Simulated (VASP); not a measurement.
# MgF2 (P4_2/mnm) in VASP: single point with PBE

Aim: the single point of MgF2 with PBE.

All numbers are computed with VASP 6.6.1; they aren't measurements. Logs are shortened: lines on timing, memory, paths and dates and some standing lists are left out, and cuts for length are marked.

### Step 1. The cell of the first run

Symmetry: P4_2/mnm, No. 136, tetragonal system. The conventional cell has a = 4.625 Å, b = 4.625 Å, c = 3.021 Å, α = 90.00°, β = 90.00°, γ = 90.00°. Within 2.6 Å of Mg (site symmetry mmm) lie 6 F at 1.98 to 1.99 Å. F (site symmetry m2m) has 3 Mg at 1.98 to 1.99 Å and 1 F at 2.58 Å within 2.6 Å.

### Step 2. Single point, PBE

Input file INCAR:

```
  PREC = Accurate
  ENCUT = 840
  EDIFF = 1E-6
  ISMEAR = 0
  SIGMA = 0.02
  LREAL = False
  LASPH = True
  NELM = 120
  ALGO = Normal
  ISIF = 2
  LWAVE = False
  LCHARG = False
  GGA = PE
  NBANDS = 33
  GGA_COMPAT = False
```

Input file KPOINTS:

```
Automatic mesh
0
Gamma
  4 4 6
```

Input file POSCAR:

```
MgF2
1.0
    4.6250000000      0.0000000000      0.0000000000
    0.0000000000      4.6250000000      0.0000000000
    0.0000000000      0.0000000000      3.0214800000
Mg F
2 4
Direct
    0.0000000000      0.0000000000      0.0000000000
    0.5000000000      0.5000000000      0.5000000000
    0.3030000000      0.3030000000      0.0000000000
    0.1970000000      0.8030000000      0.5000000000
    0.6970000000      0.6970000000      0.0000000000
    0.8030000000      0.1970000000      0.5000000000
```

Potentials or basis: VASP PAW PBE potentials, release 64 (Mg_sv, F).

Launch:

```sh
> cat potpaw_PBE.64/Mg_sv/POTCAR potpaw_PBE.64/F/POTCAR > POTCAR
> mpirun -np 1 vasp_std > vasp.out
```

OUTCAR:

```text
PREC = Accurate
   ENCUT = 840
   EDIFF = 1E-6
   ISMEAR = 0
   LREAL = False
   LASPH = True
   NELM = 120
   ISIF = 2
   GGA = PE

 ion  position               nearest neighbor table
   1  0.000  0.000  0.000-   3 1.98   5 1.98   4 1.99   6 1.99   4 1.99   6 1.99
   2  0.500  0.500  0.500-   4 1.98   6 1.98   5 1.99   3 1.99   3 1.99   5 1.99
   3  0.303  0.303  0.000-   1 1.98   2 1.99   2 1.99
   4  0.197  0.803  0.500-   2 1.98   1 1.99   1 1.99
   5  0.697  0.697  0.000-   1 1.98   2 1.99   2 1.99
   6  0.803  0.197  0.500-   2 1.98   1 1.99   1 1.99

  LATTYP: Found a simple tetragonal cell.
 ALAT       =     4.6250000000
 C/A-ratio  =     0.6532929730

  Lattice vectors:

 A1 = (   4.6250000000,   0.0000000000,   0.0000000000)
 A2 = (   0.0000000000,   4.6250000000,   0.0000000000)
 A3 = (   0.0000000000,   0.0000000000,   3.0214800000)

Analysis of symmetry for initial positions (statically):
=====================================================================
 Subroutine PRICEL returns:
 Original cell was already a primitive cell.

 Routine SETGRP: Setting up the symmetry group for a
 simple tetragonal supercell.

 Subroutine GETGRP returns: Found 16 space group operations
 (whereof  8 operations were pure point group operations)
 out of a pool of 16 trial point group operations.

The static configuration has the point symmetry D_2h.
 The point group associated with its full space group is D_4h.

Analysis of symmetry for dynamics (positions and initial velocities):
=====================================================================
 Subroutine PRICEL returns:
 Original cell was already a primitive cell.

 Routine SETGRP: Setting up the symmetry group for a
 simple tetragonal supercell.

 Subroutine GETGRP returns: Found 16 space group operations
 (whereof  8 operations were pure point group operations)
 out of a pool of 16 trial point group operations.

The dynamic configuration has the point symmetry D_2h.
 The point group associated with its full space group is D_4h.

 Subroutine INISYM returns: Found 16 space group operations
 (whereof  8 operations are pure point group operations),
 and found     1 'primitive' translations

----------------------------------------------------------------------------------------

                                     Primitive cell

  volume of cell :      64.6313

  direct lattice vectors                    reciprocal lattice vectors
     4.625000000  0.000000000  0.000000000     0.216216216  0.000000000  0.000000000
     0.000000000  4.625000000  0.000000000     0.000000000  0.216216216  0.000000000
     0.000000000  0.000000000  3.021480000     0.000000000  0.000000000  0.330963634

  length of vectors
     4.625000000  4.625000000  3.021480000     0.216216216  0.216216216  0.330963634

  position of ions in fractional coordinates (direct lattice)
     0.000000000  0.000000000  0.000000000
     0.500000000  0.500000000  0.500000000
     0.303000000  0.303000000  0.000000000
     0.197000000  0.803000000  0.500000000
     0.697000000  0.697000000  0.000000000
     0.803000000  0.197000000  0.500000000

  ion indices of the primitive-cell ions
   primitive index   ion index
                 1           1
                 2           2
                 3           3
                 4           4
                 5           5
                 6           6

----------------------------------------------------------------------------------------

 KPOINTS: Automatic mesh

Automatic generation of k-mesh.
 Grid dimensions read from file:
 generate k-points for:    4    4    6

 Generating k-lattice:

  Cartesian coordinates                     Fractional coordinates (reciprocal lattice)
     0.054054054  0.000000000  0.000000000     0.250000000  0.000000000  0.000000000
     0.000000000  0.054054054  0.000000000     0.000000000  0.250000000  0.000000000
     0.000000000  0.000000000  0.055160606     0.000000000  0.000000000  0.166666667

  Length of vectors
     0.054054054  0.054054054  0.055160606

  Shift w.r.t. Gamma in fractional coordinates (k-lattice)
     0.000000000  0.000000000  0.000000000

 Subroutine IBZKPT returns following result:
 ===========================================

 Found     24 irreducible k-points:

 Following reciprocal coordinates:
            Coordinates               Weight
  0.000000  0.000000  0.000000      1.000000
  0.250000  0.000000  0.000000      4.000000
  0.500000  0.000000  0.000000      2.000000
  0.250000  0.250000  0.000000      4.000000
  0.500000  0.250000  0.000000      4.000000
  0.500000  0.500000  0.000000      1.000000
[... 16 lines left out ...]
  0.500000  0.250000  0.500000      4.000000
  0.500000  0.500000  0.500000      1.000000
   k-points           NKPTS =     24   k-points in BZ     NKDIM =     24   number of bands    NBANDS=     33
   number of dos      NEDOS =    301   number of ions     NIONS =      6
   total plane-waves  NPLWV =  69120
   dimension x,y,z NGX =    48 NGY =   48 NGZ =   30
   dimension x,y,z NGXF=    96 NGYF=   96 NGZF=   60
   ions per type =               2   4
   NGX,Y,Z   is equivalent  to a cutoff of  17.25, 17.25, 16.51 a.u.
   NGXF,Y,Z  is equivalent  to a cutoff of  34.51, 34.51, 33.01 a.u.
 SYSTEM =  unknown system
   PREC   = accura    normal or accurate (medium, high low for compatibility)
   ISTART =      0    job   : 0-new  1-cont  2-samecut
   ICHARG =      2    charge: 1-file 2-atom 10-const
   ISPIN  =      1    spin polarized calculation?
   LNONCOLLINEAR =      F non collinear calculations
   LSORBIT =      F    spin-orbit coupling
   LASPH  =      T    aspherical Exc in radial PAW
   ENCUT  =  840.0 eV  61.74 Ry    7.86 a.u.  10.93 10.93  7.14*2*pi/ulx,y,z
   NELM   =    120;   NELMIN=  2; NELMDL= -5     # of ELM steps
   EDIFF  = 0.1E-05   stopping-criterion for ELM
   LREAL  =      F    real-space projection
   EDIFFG = 0.1E-04   stopping-criterion for IOM
   NSW    =      0    number of steps for IOM
   IBRION =     -1    ionic relax: 0-MD 1-quasi-New 2-CG
   NFREE  =      0    steps in history (QN), initial steepest desc. (CG)
   ISIF   =      2    stress and relaxation
   ISYM   =      2    0-nonsym 1-usesym 2-fastsym
   POTIM  = 0.5000    time-step for ionic-motion
   TEBEG  =    0.0;   TEEND  =   0.0 temperature during run
   PSTRESS=    0.0 pullay stress
   NELECT =      48.0000    total number of electrons
   NUPDOWN=      -1.0000    fix difference up-down
   EMIN   =  10.00;   EMAX   =-10.00  energy-range for DOS
   EFERMI =   0.00;   METHOD = LEGACY
   ISMEAR =     0;   SIGMA  =   0.02  broadening in eV -4-tet -1-fermi 0-gaus
   EFERMI_NEDOS =   21; number of points for ismear=-14 and -15
   IALGO  =     38    algorithm
   IMIX   =      4    mixing-type and parameters
     AMIX     =   0.40;   BMIX     =  1.00
     AMIX_MAG =   1.60;   BMIX_MAG =  1.00
  volume/ion in A,a.u.               =      10.77        72.69
  Fermi-wavevector in a.u.,A,eV,Ry     =   1.482544  2.801601 29.904733  2.197936
  Thomas-Fermi vector in A             =   2.596317
   LORBIT       =      0    0 simple, 1 ext, 2 COOP (PROOUT), +10 PAW based schemes
   GGA     = PE    functional components
   LHFCALC =     F    Hartree Fock is set to
   AEXX    =    0.0000 exact exchange contribution
   IVDW    =     0    specifies the selected vdW correction
   LEPSILON=     F    determine dielectric tensor
   LRPA    =     F    only Hartree local field effects (RPA)
 non-spin polarized calculation
 Gauss-broadening in eV      SIGMA  =   0.02
  energy-cutoff  :      840.00
  volume of cell :       64.63
 maximum number of plane-waves:      3604
 NGX is ok and might be reduce to    48
   NGX = 21   NGY = 21   NGZ = 15

 number of electron      48.0000010 magnetization

 Free energy of the ion-electron system (eV)
  ---------------------------------------------------
  ext. energy  EPLUGINS =         0.00000000
  ---------------------------------------------------
  free energy    TOTEN  =       -31.41863756 eV

  energy without entropy =      -31.41863756  energy(sigma->0) =      -31.41863756

 E-fermi :  -1.0301     XC(G=0):  -9.9545

 val. band max:       -1.3157524681   @ k =   0.0000   0.0000   0.0000
 cond. band min:       5.8860187913   @ k =   0.0000   0.0000   0.0000
 fundamental gap:      7.2017712595
 Fermi energy:        -1.0300577587

 k-point     1 :       0.0000    0.0000    0.0000
  band No.  band energies     occupation
      1     -72.0599      2.00000
      2     -72.0587      2.00000
      3     -38.8412      2.00000
      4     -38.8412      2.00000
      5     -38.8157      2.00000
      6     -38.8157      2.00000
[... 25 lines left out ...]
     32      17.2976      0.00000
     33      17.2976      0.00000

 k-point     2 :       0.2500    0.0000    0.0000
  band No.  band energies     occupation
      1     -72.0597      2.00000
      2     -72.0589      2.00000
      3     -38.8396      2.00000
      4     -38.8395      2.00000
      5     -38.8175      2.00000
      6     -38.8174      2.00000
[... 25 lines left out ...]
     32      16.8086      0.00000
     33      17.3702      0.00000

 k-point     3 :       0.5000    0.0000    0.0000
  band No.  band energies     occupation
      1     -72.0594      2.00000
      2     -72.0594      2.00000
      3     -38.8375      2.00000
      4     -38.8375      2.00000
      5     -38.8196      2.00000
      6     -38.8196      2.00000
[... 25 lines left out ...]
     32      16.3712      0.00000
     33      17.2195      0.00000

 k-point     4 :       0.2500    0.2500    0.0000
  band No.  band energies     occupation
      1     -72.0597      2.00000
      2     -72.0591      2.00000
      3     -38.8417      2.00000
      4     -38.8375      2.00000
      5     -38.8197      2.00000
      6     -38.8154      2.00000
[... 673 lines left out ...]
     32      15.2523      0.00000
     33      15.6254      0.00000

 k-point    23 :       0.5000    0.2500    0.5000
  band No.  band energies     occupation
      1     -72.0568      2.00000
      2     -72.0568      2.00000
      3     -38.8614      2.00000
      4     -38.8614      2.00000
      5     -38.8258      2.00000
      6     -38.8258      2.00000
[... 25 lines left out ...]
     32      14.4446      0.00000
     33      16.1960      0.00000

 k-point    24 :       0.5000    0.5000    0.5000
  band No.  band energies     occupation
      1     -72.0567      2.00000
      2     -72.0567      2.00000
      3     -38.8605      2.00000
      4     -38.8605      2.00000
      5     -38.8259      2.00000
      6     -38.8259      2.00000
[... 25 lines left out ...]
     32      13.9457      0.00000
     33      16.7972      0.00000

------------------------ aborting loop because EDIFF is reached ----------------------------------------

  FORCE on cell =-STRESS in cart. coord.  units (eV):
  Direction    XX          YY          ZZ          XY          YZ          ZX
  --------------------------------------------------------------------------------------
  -------------------------------------------------------------------------------------
  Total        2.0847333      2.0847333      2.9038779     -0.0000000      0.0000000      0.0000000
  in kB       51.6794517     51.6794517     71.9856186     -0.0000000      0.0000000      0.0000000
  external PRESSURE =      58.4481740 kB  Pullay stress =       0.0000000 kB

 VOLUME and BASIS-vectors are now :
 -----------------------------------------------------------------------------
  energy-cutoff  :      840.00
  volume of cell :       64.63
      direct lattice vectors                 reciprocal lattice vectors
     4.625000000  0.000000000  0.000000000     0.216216216  0.000000000  0.000000000
     0.000000000  4.625000000  0.000000000     0.000000000  0.216216216  0.000000000
     0.000000000  0.000000000  3.021480000     0.000000000  0.000000000  0.330963634

 POSITION                                       TOTAL-FORCE (eV/Angst)
 -----------------------------------------------------------------------------------
      0.00000      0.00000      0.00000         0.000000      0.000000      0.000000
      2.31250      2.31250      1.51074         0.000000      0.000000      0.000000
      1.40137      1.40137      0.00000        -0.051818     -0.051818     -0.000000
      0.91113      3.71387      1.51074         0.051818     -0.051818      0.000000
      3.22363      3.22363      0.00000         0.051818      0.051818      0.000000
      3.71387      0.91113      1.51074        -0.051818      0.051818      0.000000
 -----------------------------------------------------------------------------------
    total drift:                               -0.000000      0.000000     -0.000000

  FREE ENERGIE OF THE ION-ELECTRON SYSTEM (eV)
  ---------------------------------------------------
  free  energy   TOTEN  =       -31.4186375607 eV

  energy  without entropy=      -31.4186375607  energy(sigma->0) =      -31.41863756
```

Wall time 3.1 min (1 thread of AMD EPYC, shared host); peak memory 0.24 GiB.

What came out:

- Free energy: -31.4186 eV
- Pressure: 5.8 GPa
- Largest force: 0.073 eV/Å
- Band gap on the k mesh: 7.20 eV

Forces on the atoms (eV/Å):
```
Mg   0.000  0.000  0.000
Mg   0.000  0.000  0.000
F   -0.052 -0.052  0.000
F    0.052 -0.052  0.000
F    0.052  0.052  0.000
F   -0.052  0.052  0.000
```

Stress tensor (GPa, compression positive):
```
5.17 0.00 0.00
0.00 5.17 0.00
0.00 0.00 7.20
```

Levels at points of the mesh, in eV from the valence-band top:
| k point | band 21 | band 22 | band 23 | band 24 | band 25 | band 26 | band 27 | band 28 |
| --- | --- | --- | --- | --- | --- | --- | --- | --- |
| (0.00, 0.00, 0.00) | -0.72 | -0.33 | -0.33 | 0.00 | 7.20 | 12.37 | 12.37 | 13.93 |
| (0.50, 0.00, 0.00) | -0.97 | -0.97 | -0.39 | -0.39 | 9.61 | 9.61 | 13.64 | 13.64 |
| (0.50, 0.50, 0.00) | -0.96 | -0.96 | -0.80 | -0.80 | 11.35 | 11.35 | 11.39 | 11.39 |
| (0.00, 0.00, 0.50) | -1.16 | -1.16 | -0.87 | -0.87 | 12.00 | 12.00 | 15.09 | 15.09 |
| (0.50, 0.00, 0.50) | -0.75 | -0.75 | -0.68 | -0.68 | 12.86 | 12.86 | 13.64 | 13.64 |
| (0.50, 0.50, 0.50) | -0.62 | -0.62 | -0.49 | -0.49 | 13.41 | 13.41 | 13.43 | 13.43 |

Caveat: the cell stands under pressure.
